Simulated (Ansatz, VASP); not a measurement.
**LaB6: VASP beside Ansatz**

```
CELL_PARAMETERS angstrom
4.15469 0.00000 0.00000
0.00000 4.15469 0.00000
0.00000 0.00000 4.15469
ATOMIC_POSITIONS crystal
La 0.00000 0.00000 0.00000
B 0.19983 0.50000 0.50000
B 0.50000 0.19983 0.50000
B 0.80017 0.50000 0.50000
B 0.50000 0.80017 0.50000
B 0.50000 0.50000 0.19983
B 0.50000 0.50000 0.80017
```

Alike in both runs: task relaxation of cell and atoms; functional PBE; dispersion D3(BJ); k mesh 8 × 8 × 8; occupations gaussian, width 0.1 eV; no spin polarisation.

```csv
,VASP,Ansatz
version,VASP 6.6.1,Ansatz 0.2.0
potentials or method,"VASP PAW PBE potentials, release 64 (La, B), cutoff 600 eV","scalar-relativistic, plane waves, PAW"
valence electrons in the cell,29,29
```

```tsv
	VASP	Ansatz	Ansatz less VASP
gap on the k mesh at the Fermi level, each at its own relaxed structure (eV)	none	none	-
relaxed volume (Å³/atom)	10.01	10.02	+0.008
relaxed length of the cell vector where the two differ most in proportion (Å)	4.122	4.123	+0.0012
```

A gap of «none» marks a metal or a gap that the smearing closes.

Neither program's run includes spin-orbit coupling.
